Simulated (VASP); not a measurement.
# Al2P3 (P4/mbm) in VASP: single point with PBE

Aim: the single point of Al2P3 with PBE.

Everything below comes from runs of VASP 6.6.1. Logs are shortened: lines on timing, memory, paths and dates and some standing lists are left out, and cuts for length are marked.

**1. The cell of the first run**

It takes space group P4/mbm (No. 127, tetragonal). Conventional cell: a = 7.163 Å, b = 7.163 Å, c = 3.001 Å, α = 90.00°, β = 90.00°, γ = 90.00°. Within 3.3 Å of Al (site symmetry m2m) lie 8 P at 2.54 to 2.72 Å and 3 Al at 3.00 to 3.09 Å. Within 3.6 Å of P (site symmetry 4/m) lie 4 Al at 2.72 Å and 10 P at 3.00 to 3.13 Å. Within 3.3 Å of P (site symmetry m2m) lie 6 Al at 2.54 to 2.61 Å and 7 P at 2.94 to 3.13 Å.

The cell was generated, and may not be a known phase.

**2. Single point, PBE**

INCAR

```
SYSTEM = Al2P3
  PREC = Accurate
  ENCUT = 520
  EDIFF = 1E-7
  ISMEAR = 0
  SIGMA = 0.1
  LREAL = .FALSE.
  LASPH = .TRUE.
  NELM = 80
  ALGO = Normal
  ISIF = 2
  LWAVE = .FALSE.
  LCHARG = .FALSE.
  GGA = PE
  NBANDS = 32
```

KPOINTS

```
regular mesh
0
G
  6 6 12
  0 0 0
```

POSCAR

```
Al2P3
1.0
    7.1632654749      0.0000000000      0.0000000000
    0.0000000000      7.1632654749      0.0000000000
    0.0000000000      0.0000000000      3.0009840798
Al P
4 6
Direct
    0.8472818808      0.3472818808      0.0000000000
    0.6527181192      0.8472818808      0.0000000000
    0.1527181192      0.6527181192      0.0000000000
    0.3472818808      0.1527181192      0.0000000000
    0.5000000000      0.5000000000      0.0000000000
    0.0000000000      0.0000000000      0.0000000000
    0.6453256525      0.1453256525      0.5000000000
    0.8546743475      0.6453256525      0.5000000000
    0.3546743475      0.8546743475      0.5000000000
    0.1453256525      0.3546743475      0.5000000000
```

Potentials or basis: VASP PAW PBE potentials, release 64 (Al, P).

The run is started by

```
cat potpaw_PBE.64/Al/POTCAR potpaw_PBE.64/P/POTCAR > POTCAR
mpirun -np 1 vasp_std > vasp.out
```

OUTCAR:

```text
SYSTEM = Al2P3
   PREC = Accurate
   ENCUT = 520
   EDIFF = 1E-7
   ISMEAR = 0
   LREAL = .FALSE.
   LASPH = .TRUE.
   NELM = 80
   ISIF = 2
   GGA = PE

 ion  position               nearest neighbor table
   1  0.847  0.347  0.000-   7 2.54   7 2.54  10 2.61   8 2.61   8 2.61  10 2.61   5 2.72   6 2.72
                             3 3.09
   2  0.653  0.847  0.000-   8 2.54   8 2.54   9 2.61   7 2.61   7 2.61   9 2.61   5 2.72   6 2.72
                             4 3.09
   3  0.153  0.653  0.000-   9 2.54   9 2.54  10 2.61   8 2.61   8 2.61  10 2.61   5 2.72   6 2.72
                             1 3.09
   4  0.347  0.153  0.000-  10 2.54  10 2.54   7 2.61   7 2.61   9 2.61   9 2.61   5 2.72   6 2.72
                             2 3.09
   5  0.500  0.500  0.000-   1 2.72   2 2.72   3 2.72   4 2.72
   6  0.000  0.000  0.000-   1 2.72   2 2.72   3 2.72   4 2.72
   7  0.645  0.145  0.500-   1 2.54   1 2.54   4 2.61   2 2.61   2 2.61   4 2.61   9 2.94
   8  0.855  0.645  0.500-   2 2.54   2 2.54   3 2.61   1 2.61   1 2.61   3 2.61  10 2.94
   9  0.355  0.855  0.500-   3 2.54   3 2.54   4 2.61   2 2.61   2 2.61   4 2.61   7 2.94
  10  0.145  0.355  0.500-   4 2.54   4 2.54   1 2.61   1 2.61   3 2.61   3 2.61   8 2.94

  LATTYP: Found a simple tetragonal cell.
 ALAT       =     7.1632654749
 C/A-ratio  =     0.4189407876

  Lattice vectors:

 A1 = (   7.1632654749,   0.0000000000,   0.0000000000)
 A2 = (   0.0000000000,   7.1632654749,   0.0000000000)
 A3 = (   0.0000000000,   0.0000000000,   3.0009840798)

Analysis of symmetry for initial positions (statically):
=====================================================================
 Subroutine PRICEL returns:
 Original cell was already a primitive cell.

 Routine SETGRP: Setting up the symmetry group for a
 simple tetragonal supercell.

 Subroutine GETGRP returns: Found 16 space group operations
 (whereof  8 operations were pure point group operations)
 out of a pool of 16 trial point group operations.

The static configuration has the point symmetry C_4h.
 The point group associated with its full space group is D_4h.

Analysis of symmetry for dynamics (positions and initial velocities):
=====================================================================
 Subroutine PRICEL returns:
 Original cell was already a primitive cell.

 Routine SETGRP: Setting up the symmetry group for a
 simple tetragonal supercell.

 Subroutine GETGRP returns: Found 16 space group operations
 (whereof  8 operations were pure point group operations)
[... 128 lines left out ...]
   TEBEG  =    0.0;   TEEND  =   0.0 temperature during run
   PSTRESS=    0.0 pullay stress
   NELECT =      42.0000    total number of electrons
   NUPDOWN=      -1.0000    fix difference up-down
   EMIN   =  10.00;   EMAX   =-10.00  energy-range for DOS
   EFERMI =   0.00;   METHOD = LEGACY
   ISMEAR =     0;   SIGMA  =   0.10  broadening in eV -4-tet -1-fermi 0-gaus
   EFERMI_NEDOS =   21; number of points for ismear=-14 and -15
   IALGO  =     38    algorithm
   IMIX   =      4    mixing-type and parameters
     AMIX     =   0.40;   BMIX     =  1.00
     AMIX_MAG =   1.60;   BMIX_MAG =  1.00
  volume/ion in A,a.u.               =      15.40       103.92
  Fermi-wavevector in a.u.,A,eV,Ry     =   1.061686  2.006295 15.336170  1.127177
  Thomas-Fermi vector in A             =   2.197110
   LORBIT       =      0    0 simple, 1 ext, 2 COOP (PROOUT), +10 PAW based schemes
   GGA     = PE    functional components
   LHFCALC =     F    Hartree Fock is set to
   AEXX    =    0.0000 exact exchange contribution
   IVDW    =     0    specifies the selected vdW correction
   LEPSILON=     F    determine dielectric tensor
   LRPA    =     F    only Hartree local field effects (RPA)
 non-spin polarized calculation
 Gauss-broadening in eV      SIGMA  =   0.10
  energy-cutoff  :      520.00
  volume of cell :      153.99
 maximum number of plane-waves:      4195
 NGX is ok and might be reduce to    54
   NGX = 27   NGY = 27   NGZ = 11

 number of electron      41.9999997 magnetization

 Free energy of the ion-electron system (eV)
  ---------------------------------------------------
  ext. energy  EPLUGINS =         0.00000000
  ---------------------------------------------------
  free energy    TOTEN  =       -45.42897423 eV

  energy without entropy =      -45.40978090  energy(sigma->0) =      -45.41937756

 E-fermi :   8.5034     XC(G=0): -10.8435

 val. band max:        8.4988168895   @ k =   0.1667   0.0000   0.1667
 cond. band min:       8.5041626913   @ k =   0.1667   0.0000   0.3333
 fundamental gap:      0.0053458018
 Fermi energy:         8.5034488616

 k-point     1 :       0.0000    0.0000    0.0000
  band No.  band energies     occupation
      1      -5.7413      2.00000
      2      -3.9376      2.00000
      3      -3.2812      2.00000
      4      -3.2812      2.00000
      5      -2.8881      2.00000
      6      -1.3515      2.00000
[... 829 lines left out ...]
     31      14.2853      0.00000
     32      14.2853      0.00000

 [... further k-points ...]

------------------------ aborting loop because EDIFF is reached ----------------------------------------

  FORCE on cell =-STRESS in cart. coord.  units (eV):
  Direction    XX          YY          ZZ          XY          YZ          ZX
  --------------------------------------------------------------------------------------
  -------------------------------------------------------------------------------------
  Total       -0.1178374     -0.1178374     -0.0537226      0.0000000     -0.0000000     -0.0000000
  in kB       -1.2260492     -1.2260492     -0.5589611      0.0000000     -0.0000000     -0.0000000
  external PRESSURE =      -1.0036865 kB  Pullay stress =       0.0000000 kB

 VOLUME and BASIS-vectors are now :
 -----------------------------------------------------------------------------
  energy-cutoff  :      520.00
  volume of cell :      153.99
      direct lattice vectors                 reciprocal lattice vectors
     7.163265475  0.000000000  0.000000000     0.139601136  0.000000000  0.000000000
     0.000000000  7.163265475  0.000000000     0.000000000  0.139601136  0.000000000
     0.000000000  0.000000000  3.000984080     0.000000000  0.000000000  0.333224027

 POSITION                                       TOTAL-FORCE (eV/Angst)
 -----------------------------------------------------------------------------------
      6.06931      2.48767      0.00000         0.001828      0.001828     -0.000000
      4.67559      6.06931      0.00000        -0.001828      0.001828      0.000000
      1.09396      4.67559      0.00000        -0.001828     -0.001828     -0.000000
      2.48767      1.09396      0.00000         0.001828     -0.001828     -0.000000
      3.58163      3.58163      0.00000         0.000000      0.000000     -0.000000
      0.00000      0.00000      0.00000         0.000000      0.000000     -0.000000
      4.62264      1.04101      1.50049        -0.003711     -0.003711     -0.000000
      6.12226      4.62264      1.50049         0.003711     -0.003711      0.000000
      2.54063      6.12226      1.50049         0.003711      0.003711     -0.000000
      1.04101      2.54063      1.50049        -0.003711      0.003711     -0.000000
 -----------------------------------------------------------------------------------
    total drift:                               -0.000000     -0.000000      0.000000

  FREE ENERGIE OF THE ION-ELECTRON SYSTEM (eV)
  ---------------------------------------------------
  free  energy   TOTEN  =       -45.4289742299 eV

  energy  without entropy=      -45.4097808979  energy(sigma->0) =      -45.41937756
```

Run time: 2.9 min. Hardware: 1 thread of Intel Xeon Platinum 8488C (Sapphire Rapids), shared host; peak memory 0.41 GiB.

What came out:

```yaml
Free_energy: -45.4290 eV
Pressure: -0.1 GPa
Largest_force: 0.005 eV/Å
Band_gap_on_the_k_mesh: zero (bands 21 and 22 overlap by 3.63 eV)
```

Forces on the atoms (eV/Å):
```
Al   0.002  0.002  0.000
Al  -0.002  0.002  0.000
Al  -0.002 -0.002  0.000
Al   0.002 -0.002  0.000
P    0.000  0.000  0.000
P    0.000  0.000  0.000
P   -0.004 -0.004  0.000
P    0.004 -0.004  0.000
P    0.004  0.004  0.000
P   -0.004  0.004  0.000
```
